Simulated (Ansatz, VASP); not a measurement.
Two plane-wave programs on K2NaCrF6

```
Cr F K Na
1.0
     0.00000    4.18715    4.18715
     4.18715    0.00000    4.18715
     4.18715    4.18715    0.00000
Cr F K Na
1 6 2 1
Direct
  0.00000 0.00000 0.00000
  0.77070 0.22930 0.22930
  0.22930 0.77070 0.22930
  0.22930 0.77070 0.77070
  0.77070 0.22930 0.77070
  0.22930 0.22930 0.77070
  0.77070 0.77070 0.22930
  0.25000 0.25000 0.25000
  0.75000 0.75000 0.75000
  0.50000 0.50000 0.50000
```

Alike in both runs: task single point; functional LDA; k mesh 4 × 4 × 4; occupations methfessel-paxton of order 1, width 0.1128 eV; no spin polarisation.

|  | VASP | Ansatz |
| --- | --- | --- |
| version | VASP 6.6.1 | Ansatz 0.2.0 |
| potentials or method | VASP PAW LDA potentials, release 64 (Cr_pv, F, K_sv, Na_pv), cutoff 520 eV | PAW plane waves |
| valence electrons in the cell | 79 | 83 |

|  | VASP | Ansatz | Ansatz less VASP |
| --- | --- | --- | --- |
| gap on the k mesh at the Fermi level (eV) | none | none | - |
| pressure (GPa) | -6.7 | -6.8 | -0.16 |
| rms of the force components (eV/Å) | 0.159 | 0.192 | +0.0326 |

LDA's correlation is that of Perdew and Zunger in VASP and of Perdew and Wang (1992) in Ansatz. Atom by atom the forces differ by 0.033 eV/Å (rms over components). A gap of «none» marks a metal or a gap that the smearing closes. VASP's potentials hold 79 valence electrons a cell and Ansatz's 83, so a difference there can come from the potentials and not from the codes.
